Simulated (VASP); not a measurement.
# GePt (Pnma) in VASP: notebook

The runs below take GePt through single point, relaxation of cell and atoms, with PBE.

Program: VASP 6.6.1. These are calculated values, not measurements. Logs are shortened: lines on timing, memory, paths and dates and some standing lists are left out, and cuts for length are marked.

## (1) The cell of the first run

It takes space group Pnma (No. 62, orthorhombic). The conventional cell has a = 5.732 Å, b = 3.701 Å, c = 6.088 Å, α = 90.00°, β = 90.00°, γ = 90.00°. Within 3.3 Å of Ge (site symmetry m) lie 6 Pt at 2.50 to 2.63 Å and 2 Ge at 3.10 Å. Pt (site symmetry m) has 6 Ge at 2.50 to 2.63 Å and 4 Pt at 2.94 to 3.01 Å within 3.3 Å.

## (2) Single point, PBE

The input, INCAR:

```
SYSTEM = GePt
  ALGO = Normal
  EDIFF = 1E-7
  ENCUT = 520
  GGA = PE
  ISIF = 2
  ISMEAR = 0
  LASPH = .True.
  LCHARG = .True.
  LELF = .True.
  LREAL = .False.
  LVHAR = .True.
  LWAVE = .False.
  NBANDS = 58
  NELM = 100
  PREC = Accurate
  SIGMA = 0.1
```

The input, KPOINTS:

```
k-points
0
Gamma
  4 6 4
  0 0 0
```

The input, POSCAR:

```
GePt
1.0
    5.7320000000      0.0000000000      0.0000000000
    0.0000000000      3.7010000000      0.0000000000
    0.0000000000      0.0000000000      6.0880000000
Ge Pt
4 4
Direct
    0.8050000000      0.7500000000      0.5900000000
    0.1950000000      0.2500000000      0.4100000000
    0.6950000000      0.2500000000      0.0900000000
    0.3050000000      0.7500000000      0.9100000000
    0.9900000000      0.7500000000      0.1950000000
    0.0100000000      0.2500000000      0.8050000000
    0.5100000000      0.2500000000      0.6950000000
    0.4900000000      0.7500000000      0.3050000000
```

Potentials or basis: VASP PAW PBE potentials, release 64 (Ge_d, Pt).

Launch:

```
$ cat potpaw_PBE.64/Ge_d/POTCAR potpaw_PBE.64/Pt/POTCAR > POTCAR
$ mpirun -np 1 vasp_std > vasp.out
```

OUTCAR:

```text
SYSTEM = GePt
   EDIFF = 1E-7
   ENCUT = 520
   GGA = PE
   ISIF = 2
   ISMEAR = 0
   LASPH = .True.
   LREAL = .False.
   NELM = 100
   PREC = Accurate

 ion  position               nearest neighbor table
   1  0.805  0.750  0.590-   8 2.50   6 2.55   6 2.55   7 2.59   7 2.59   5 2.63
   2  0.195  0.250  0.410-   7 2.50   5 2.55   5 2.55   8 2.59   8 2.59   6 2.63
   3  0.695  0.250  0.090-   6 2.50   8 2.55   8 2.55   5 2.59   5 2.59   7 2.63
   4  0.305  0.750  0.910-   5 2.50   7 2.55   7 2.55   6 2.59   6 2.59   8 2.63
   5  0.990  0.750  0.195-   4 2.50   2 2.55   2 2.55   3 2.59   3 2.59   1 2.63   8 2.94   8 2.94
                             6 3.01   6 3.01
   6  0.010  0.250  0.805-   3 2.50   1 2.55   1 2.55   4 2.59   4 2.59   2 2.63   7 2.94   7 2.94
                             5 3.01   5 3.01
   7  0.510  0.250  0.695-   2 2.50   4 2.55   4 2.55   1 2.59   1 2.59   3 2.63   6 2.94   6 2.94
                             8 3.01   8 3.01
   8  0.490  0.750  0.305-   1 2.50   3 2.55   3 2.55   2 2.59   2 2.59   4 2.63   5 2.94   5 2.94
                             7 3.01   7 3.01

  LATTYP: Found a simple orthorhombic cell.
 ALAT       =     3.7010000000
 B/A-ratio  =     1.5487706025
 C/A-ratio  =     1.6449608214

  Lattice vectors:

 A1 = (   0.0000000000,  -3.7010000000,   0.0000000000)
 A2 = (   5.7320000000,   0.0000000000,   0.0000000000)
 A3 = (   0.0000000000,   0.0000000000,   6.0880000000)

Analysis of symmetry for initial positions (statically):
=====================================================================
 Subroutine PRICEL returns:
 Original cell was already a primitive cell.

 Routine SETGRP: Setting up the symmetry group for a
 simple orthorhombic supercell.

 Subroutine GETGRP returns: Found  8 space group operations
 (whereof  2 operations were pure point group operations)
 out of a pool of  8 trial point group operations.

The static configuration has the point symmetry S_2 .
 The point group associated with its full space group is D_2h.

Analysis of symmetry for dynamics (positions and initial velocities):
=====================================================================
 Subroutine PRICEL returns:
 Original cell was already a primitive cell.

 Routine SETGRP: Setting up the symmetry group for a
 simple orthorhombic supercell.

 Subroutine GETGRP returns: Found  8 space group operations
 (whereof  2 operations were pure point group operations)
 out of a pool of  8 trial point group operations.

The dynamic configuration has the point symmetry S_2 .
 The point group associated with its full space group is D_2h.

 Subroutine INISYM returns: Found  8 space group operations
 (whereof  2 operations are pure point group operations),
 and found     1 'primitive' translations

----------------------------------------------------------------------------------------

                                     Primitive cell

  volume of cell :     129.1516

  direct lattice vectors                    reciprocal lattice vectors
     5.732000000  0.000000000  0.000000000     0.174459177  0.000000000  0.000000000
     0.000000000  3.701000000  0.000000000     0.000000000  0.270197244  0.000000000
     0.000000000  0.000000000  6.088000000     0.000000000  0.000000000  0.164257556

  length of vectors
     5.732000000  3.701000000  6.088000000     0.174459177  0.270197244  0.164257556

  position of ions in fractional coordinates (direct lattice)
     0.805000000  0.750000000  0.590000000
     0.195000000  0.250000000  0.410000000
     0.695000000  0.250000000  0.090000000
     0.305000000  0.750000000  0.910000000
     0.990000000  0.750000000  0.195000000
     0.010000000  0.250000000  0.805000000
     0.510000000  0.250000000  0.695000000
     0.490000000  0.750000000  0.305000000

  ion indices of the primitive-cell ions
   primitive index   ion index
                 1           1
                 2           2
                 3           3
                 4           4
                 5           5
                 6           6
                 7           7
                 8           8

----------------------------------------------------------------------------------------

 KPOINTS: k-points

Automatic generation of k-mesh.
 Grid dimensions read from file:
 generate k-points for:    4    6    4

 Generating k-lattice:

  Cartesian coordinates                     Fractional coordinates (reciprocal lattice)
     0.043614794  0.000000000  0.000000000     0.250000000  0.000000000  0.000000000
     0.000000000  0.045032874  0.000000000     0.000000000  0.166666667  0.000000000
     0.000000000  0.000000000  0.041064389     0.000000000  0.000000000  0.250000000

  Length of vectors
     0.043614794  0.045032874  0.041064389

  Shift w.r.t. Gamma in fractional coordinates (k-lattice)
     0.000000000  0.000000000  0.000000000

 Subroutine IBZKPT returns following result:
 ===========================================

 Found     36 irreducible k-points:

 Following reciprocal coordinates:
            Coordinates               Weight
  0.000000  0.000000  0.000000      1.000000
  0.250000  0.000000  0.000000      2.000000
  0.500000  0.000000  0.000000      1.000000
  0.000000  0.166667  0.000000      2.000000
  0.250000  0.166667  0.000000      4.000000
  0.500000  0.166667  0.000000      2.000000
[... 16 lines left out ...]
  0.250000  0.500000  0.250000      4.000000
  0.500000  0.500000  0.250000      2.000000
 [... further k-points ...]
   k-points           NKPTS =     36   k-points in BZ     NKDIM =     36   number of bands    NBANDS=     58
   number of dos      NEDOS =    301   number of ions     NIONS =      8
   total plane-waves  NPLWV =  64512
   dimension x,y,z NGX =    48 NGY =   28 NGZ =   48
   dimension x,y,z NGXF=    96 NGYF=   56 NGZF=   96
   ions per type =               4   4
   NGX,Y,Z   is equivalent  to a cutoff of  13.92, 12.58, 13.11 a.u.
   NGXF,Y,Z  is equivalent  to a cutoff of  27.84, 25.15, 26.21 a.u.
 SYSTEM =  GePt
   PREC   = accura    normal or accurate (medium, high low for compatibility)
   ISTART =      0    job   : 0-new  1-cont  2-samecut
   ICHARG =      2    charge: 1-file 2-atom 10-const
   ISPIN  =      1    spin polarized calculation?
   LNONCOLLINEAR =      F non collinear calculations
   LSORBIT =      F    spin-orbit coupling
   LASPH  =      T    aspherical Exc in radial PAW
   ENCUT  =  520.0 eV  38.22 Ry    6.18 a.u.  10.66  6.88 11.32*2*pi/ulx,y,z
   NELM   =    100;   NELMIN=  2; NELMDL= -5     # of ELM steps
   EDIFF  = 0.1E-06   stopping-criterion for ELM
   LREAL  =      F    real-space projection
   EDIFFG = 0.1E-05   stopping-criterion for IOM
   NSW    =      0    number of steps for IOM
   IBRION =     -1    ionic relax: 0-MD 1-quasi-New 2-CG
   NFREE  =      0    steps in history (QN), initial steepest desc. (CG)
   ISIF   =      2    stress and relaxation
   ISYM   =      2    0-nonsym 1-usesym 2-fastsym
   POTIM  = 0.5000    time-step for ionic-motion
   TEBEG  =    0.0;   TEEND  =   0.0 temperature during run
   PSTRESS=    0.0 pullay stress
   NELECT =      96.0000    total number of electrons
   NUPDOWN=      -1.0000    fix difference up-down
   EMIN   =  10.00;   EMAX   =-10.00  energy-range for DOS
   EFERMI =   0.00;   METHOD = LEGACY
   ISMEAR =     0;   SIGMA  =   0.10  broadening in eV -4-tet -1-fermi 0-gaus
   EFERMI_NEDOS =   21; number of points for ismear=-14 and -15
   IALGO  =     38    algorithm
   IMIX   =      4    mixing-type and parameters
     AMIX     =   0.40;   BMIX     =  1.00
     AMIX_MAG =   1.60;   BMIX_MAG =  1.00
  volume/ion in A,a.u.               =      16.14       108.94
  Fermi-wavevector in a.u.,A,eV,Ry     =   1.482969  2.802404 29.921874  2.199196
  Thomas-Fermi vector in A             =   2.596689
   LORBIT       =      0    0 simple, 1 ext, 2 COOP (PROOUT), +10 PAW based schemes
   GGA     = PE    functional components
   LHFCALC =     F    Hartree Fock is set to
   AEXX    =    0.0000 exact exchange contribution
   IVDW    =     0    specifies the selected vdW correction
   LEPSILON=     F    determine dielectric tensor
   LRPA    =     F    only Hartree local field effects (RPA)
 non-spin polarized calculation
 Gauss-broadening in eV      SIGMA  =   0.10
  energy-cutoff  :      520.00
  volume of cell :      129.15
 maximum number of plane-waves:      3514
 NGX is ok and might be reduce to    48
   NGX = 21   NGY = 13   NGZ = 23

 number of electron      96.0000031 magnetization

 Free energy of the ion-electron system (eV)
  ---------------------------------------------------
  ext. energy  EPLUGINS =         0.00000000
  ---------------------------------------------------
  free energy    TOTEN  =       -45.99442780 eV

  energy without entropy =      -45.98133672  energy(sigma->0) =      -45.98788226

 E-fermi :   9.8044     XC(G=0): -12.4615

 val. band max:        9.7620198010   @ k =   0.5000   0.1667   0.2500
 cond. band min:       9.8172238327   @ k =   0.0000   0.5000   0.2500
 fundamental gap:      0.0552040317
 Fermi energy:         9.8044211615

 k-point     1 :       0.0000    0.0000    0.0000
  band No.  band energies     occupation
      1     -15.3989      2.00000
      2     -15.3928      2.00000
      3     -15.3908      2.00000
      4     -15.3886      2.00000
      5     -15.3816      2.00000
      6     -15.3685      2.00000
[... 50 lines left out ...]
     57      14.9539      0.00000
     58      15.7844      0.00000

 k-point     2 :       0.2500    0.0000    0.0000
  band No.  band energies     occupation
      1     -15.3973      2.00000
      2     -15.3914      2.00000
      3     -15.3912      2.00000
      4     -15.3879      2.00000
      5     -15.3802      2.00000
      6     -15.3705      2.00000
[... 50 lines left out ...]
     57      14.8789      0.00000
     58      15.4897      0.00000

 k-point     3 :       0.5000    0.0000    0.0000
  band No.  band energies     occupation
      1     -15.3938      2.00000
      2     -15.3938      2.00000
      3     -15.3882      2.00000
      4     -15.3882      2.00000
      5     -15.3760      2.00000
      6     -15.3760      2.00000
[... 1216 lines left out ...]
      3     -15.3878      2.00000
      4     -15.3878      2.00000
      5     -15.3775      2.00000
      6     -15.3775      2.00000
[... 50 lines left out ...]
     57      15.9557      0.00000
     58      15.9588      0.00000

 k-point    24 :       0.5000    0.5000    0.2500
  band No.  band energies     occupation
      1     -15.3875      2.00000
      2     -15.3875      2.00000
      3     -15.3875      2.00000
      4     -15.3875      2.00000
      5     -15.3735      2.00000
      6     -15.3735      2.00000
[... 50 lines left out ...]
     57      15.0838      0.00000
     58      15.0838      0.00000

 [... further k-points ...]
[... 5 lines left out ...]
  --------------------------------------------------------------------------------------
  -------------------------------------------------------------------------------------
  Total        7.0820676      6.3521695      5.8387313      0.0000000      0.0000000      0.0000000
  in kB       87.8558605     78.8011854     72.4317803      0.0000000      0.0000000      0.0000000
  external PRESSURE =      79.6962754 kB  Pullay stress =       0.0000000 kB

 VOLUME and BASIS-vectors are now :
 -----------------------------------------------------------------------------
  energy-cutoff  :      520.00
  volume of cell :      129.15
      direct lattice vectors                 reciprocal lattice vectors
     5.732000000  0.000000000  0.000000000     0.174459177  0.000000000  0.000000000
     0.000000000  3.701000000  0.000000000     0.000000000  0.270197244  0.000000000
     0.000000000  0.000000000  6.088000000     0.000000000  0.000000000  0.164257556

 POSITION                                       TOTAL-FORCE (eV/Angst)
 -----------------------------------------------------------------------------------
      4.61426      2.77575      3.59192         0.461915      0.000000     -0.085381
      1.11774      0.92525      2.49608        -0.461915      0.000000      0.085381
      3.98374      0.92525      0.54792        -0.461915     -0.000000     -0.085381
      1.74826      2.77575      5.54008         0.461915      0.000000      0.085381
      5.67468      2.77575      1.18716         0.194179      0.000000     -0.000483
      0.05732      0.92525      4.90084        -0.194179      0.000000      0.000483
      2.92332      0.92525      4.23116        -0.194179     -0.000000     -0.000483
      2.80868      2.77575      1.85684         0.194179     -0.000000      0.000483
 -----------------------------------------------------------------------------------
    total drift:                                0.000000      0.000000     -0.000000

  FREE ENERGIE OF THE ION-ELECTRON SYSTEM (eV)
  ---------------------------------------------------
  free  energy   TOTEN  =       -45.9944278002 eV

  energy  without entropy=      -45.9813367165  energy(sigma->0) =      -45.98788226
```

Wall time 4.9 min (1 thread of Intel Xeon Platinum 8259CL at 2.50GHz (Skylake/Cascade Lake), shared host); peak memory 0.36 GiB.

Results:

| Property | Result |
| --- | --- |
| Free energy | -45.9944 eV |
| Pressure | 8.0 GPa |
| Largest force | 0.470 eV/Å |
| Band gap on the k mesh | zero (band 48 reaches 10.51 eV, above the bottom of band 49 at 9.38 eV) |

Forces on the atoms (eV/Å):
```
Ge   0.462  0.000 -0.085
Ge  -0.462  0.000  0.085
Ge  -0.462  0.000 -0.085
Ge   0.462  0.000  0.085
Pt   0.194  0.000  0.000
Pt  -0.194  0.000  0.000
Pt  -0.194  0.000  0.000
Pt   0.194  0.000  0.000
```

Stress tensor (GPa, compression positive):
```
8.79 0.00 0.00
0.00 7.88 0.00
0.00 0.00 7.24
```

Caveat: spin-orbit coupling is left out, which moves the levels of the heavy elements.

## (3) Single point, PBE

This run uses another cell than the first one, of 16.85 Å³/atom, 1.044 times its volume.

The input, INCAR:

```
PREC = Accurate ; ENCUT = 520
EDIFF = 1E-6 ; ISMEAR = 0
SIGMA = 0.1 ; LREAL = False
LASPH = True ; NELM = 100
ALGO = Normal ; ISIF = 2
LWAVE = False ; LCHARG = True
GGA = PE ; LELF = True
LVHAR = True ; NBANDS = 58
```

The input, KPOINTS:

```
Automatic mesh
0
Gamma
  4 6 4
```

The input, POSCAR:

```
GePt
1.0
    5.8232571848      0.0000000000      0.0000000000
    0.0000000000      3.7466273420      0.0000000000
    0.0000000000      0.0000000000      6.1775601269
Ge Pt
4 4
Direct
    0.8136664311      0.7500000000      0.5878018367
    0.1863335689      0.2500000000      0.4121981633
    0.6863335689      0.2500000000      0.0878018367
    0.3136664311      0.7500000000      0.9121981633
    1.0017473077      0.7500000000      0.1920682711
   -0.0017473077      0.2500000000      0.8079317289
    0.4982526923      0.2500000000      0.6920682711
    0.5017473077      0.7500000000      0.3079317289
```

Potentials or basis: VASP PAW PBE potentials, release 64 (Ge_d, Pt).

Launch:

```
$ cat potpaw_PBE.64/Ge_d/POTCAR potpaw_PBE.64/Pt/POTCAR > POTCAR
$ mpirun -np 1 vasp_std > vasp.out
```

It took 4.8 min on 1 thread of Intel Xeon Platinum 8259CL at 2.50GHz (Skylake/Cascade Lake), shared host; peak memory 0.37 GiB.

It converged, with:

| Item | Value |
| --- | --- |
| Free energy | -46.2009 eV |
| Pressure | 0.1 GPa |
| Largest force | 0.040 eV/Å |
| Band gap on the k mesh | zero (band 48 reaches 9.82 eV, above the bottom of band 49 at 8.66 eV) |

Forces on the atoms (eV/Å):
```
Ge   0.040  0.000  0.005
Ge  -0.040  0.000 -0.005
Ge  -0.040  0.000  0.005
Ge   0.040  0.000 -0.005
Pt  -0.009  0.000  0.030
Pt   0.009  0.000 -0.030
Pt   0.009  0.000  0.030
Pt  -0.009  0.000 -0.030
```

Stress tensor (GPa, compression positive):
```
0.25 0.00 0.00
0.00 0.01 0.00
0.00 0.00 0.06
```

Levels at points of the mesh, in eV from the Fermi level:
```
           k point  band 45  band 46  band 47  band 48  band 49  band 50  band 51  band 52
(0.00, 0.00, 0.00)    -2.34    -1.36    -1.30    -0.90     0.65     0.79     3.00     3.22
(0.50, 0.00, 0.00)    -2.35    -2.35    -0.02    -0.02     1.36     1.36     2.24     2.24
(0.00, 0.50, 0.00)    -2.40    -2.40    -1.51    -1.51    -0.14    -0.14     2.01     2.01
(0.50, 0.50, 0.00)    -1.79    -1.79    -1.79    -1.79     0.58     0.58     0.58     0.58
(0.00, 0.00, 0.50)    -1.75    -1.75     0.00     0.00     1.11     1.11     1.81     1.81
(0.50, 0.00, 0.50)    -1.30    -1.30     0.71     0.71     1.72     1.72     2.63     2.63
(0.00, 0.50, 0.50)    -2.35    -2.35    -2.04    -2.04     0.49     0.49     0.97     0.97
(0.50, 0.50, 0.50)    -2.34    -2.34    -2.34    -2.34     2.40     2.40     2.40     2.40
```

Caveat: spin-orbit coupling is left out, which moves the levels of the heavy elements.

(Part 1 of 2 ends here.)
